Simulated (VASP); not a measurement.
Write the native input for VASP 6.6.1 that does the following.

```yaml
Task: electric field gradients
Functional: LDA
Potentials_or_basis: VASP PAW LDA potentials, release 64 (Ta_pv, N)
Cutoff: 520 eV
k_mesh: 5 × 5 × 8
Occupations: fermi-dirac, width 0.03 eV
Spin: no spin polarisation
Dipole_correction: no
Further_INCAR_settings: ALGO = Normal; EDIFF = 1e-08; NBANDS = 33
```

The structure of TaN lies in POSCAR:

```
TaN
1.0
    5.2866917255      0.0000000000      0.0000000000
   -2.6433458627      4.5784093362      0.0000000000
    0.0000000000      0.0000000000      2.9650340876
Ta N
3 3
Direct
    0.0000000000      0.0000000000      0.0000000000
    0.3333333333      0.6666666667      0.5000000000
    0.6666666667      0.3333333333      0.5000000000
    0.5000000000      0.0000000000      0.0000000000
    0.5000000000      0.5000000000      0.0000000000
    0.0000000000      0.5000000000      0.0000000000
```

These files were run (other wordings do the same):

INCAR

```
PREC     = Accurate       # precision mode
ENCUT    = 520            # plane-wave cutoff, eV
EDIFF    = 1E-8           # SCF threshold, eV
ISMEAR   = -1             # smearing method
SIGMA    = 0.03           # smearing width, eV
LREAL    = False          # projectors in reciprocal space
LASPH    = True           # aspherical terms in the spheres
NELM     = 80             # most SCF steps
ALGO     = Normal         # electronic algorithm
ISIF     = 2              # what is computed and relaxed
LWAVE    = False          # write WAVECAR
LCHARG   = False          # write CHGCAR
LEFG     = True         
NBANDS   = 33             # bands
```

KPOINTS

```
Automatic mesh
0
Gamma
  5 5 8
```

Potentials or basis: VASP PAW LDA potentials, release 64 (Ta_pv, N).

Launch:

```console
$ cat potpaw_LDA.64/Ta_pv/POTCAR potpaw_LDA.64/N/POTCAR > POTCAR
$ mpirun -np 1 vasp_std > vasp.out
```

It gave:

The pressure is -19.7 GPa, the band gap on the k mesh is zero (bands 24 and 25 overlap by 1.95 eV) and the largest electric field gradient by atom is Ta -335.9, -339.4 (each value once); N +31.0 V/Å².

Caveat: the cell stands under tension; without QUAD_EFG the Cq values of the log hold for a quadrupole moment of 1 mb, not for the nuclei; spin-orbit coupling is left out, which moves the levels of the heavy elements.

Run time: 27 s on 1 thread of Intel(R) Xeon(R) Platinum 8559C (Emerald Rapids) (shared host), peak memory 0.18 GiB.
